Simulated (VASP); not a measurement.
# Si3H2C4: single point with LDA

Slab: Si3H2C4, a slab with vacuum.

```
CELL_PARAMETERS angstrom
6.12231 0.00000 0.00000
0.00000 3.06116 0.00000
0.00000 0.00000 19.99610
ATOMIC_POSITIONS crystal
C 0.50000 0.50000 0.23267
C 0.00000 0.50000 0.23267
C 0.75000 0.00000 0.34092
C 0.25000 0.00000 0.34092
C 0.99028 0.50000 0.45547
C 0.50770 0.50000 0.43558
C 0.38981 0.00000 0.52442
C 0.60604 0.00000 0.54598
Si 0.25000 0.50000 0.28679
Si 0.75000 0.50000 0.28679
Si 0.50210 0.00000 0.38853
Si 0.99467 0.00000 0.39726
Si 0.71577 0.50000 0.50526
Si 0.26723 0.50000 0.49381
H 0.50000 0.22367 0.19876
H 0.50000 0.77633 0.19876
H 0.00000 0.77598 0.19864
H 0.00000 0.22402 0.19864
```

* Program: VASP 6.6.1
* Task: single point
* Functional: LDA
* Potentials or basis: VASP PAW LDA potentials, release 64 (C, Si, H)
* Cutoff: 520 eV
* k mesh: 4 × 8 × 1
* Occupations: gaussian, width 0.05 eV
* Spin: no spin polarisation

```yaml
Largest_force: 3.569 eV/Å
Band_gap_on_the_k_mesh: 0.17 eV, indirect (least direct gap 0.82 eV)
```

Forces on the atoms (eV/Å):
```
C    0.003  0.000  0.798
C    0.002  0.000  0.560
C    1.301  0.000 -1.306
C   -1.323  0.000 -0.450
C    0.007  0.000  0.018
C    0.012  0.000 -0.026
C   -0.065  0.000  3.568
C    0.081  0.000 -1.656
Si  -0.545  0.000 -0.685
Si   0.543  0.000 -0.723
Si   0.014  0.000  0.001
Si   0.003  0.000 -0.001
Si   0.005  0.000 -0.004
Si  -0.042  0.000  0.023
H   -0.002 -0.034 -0.026
H   -0.002  0.034 -0.026
H    0.005  0.036 -0.033
H    0.005 -0.036 -0.033
```

Levels at points of the mesh, in eV from the valence-band top:
| k point | band 28 | band 29 | band 30 | band 31 | band 32 | band 33 |
| --- | --- | --- | --- | --- | --- | --- |
| (0.00, 0.00, 0.00) | -1.41 | -1.25 | -0.23 | 0.77 | 1.49 | 2.77 |
| (0.50, 0.00, 0.00) | -1.49 | -1.27 | 0.00 | 0.82 | 2.48 | 3.02 |
| (0.00, 0.50, 0.00) | -2.08 | -1.93 | -1.57 | 0.17 | 1.67 | 2.82 |
| (0.50, 0.50, 0.00) | -2.84 | -2.21 | -1.85 | 0.76 | 2.50 | 2.81 |

Wall time 9.9 min on 1 thread of Intel Xeon 6975P-C (shared host), peak memory 0.42 GiB.
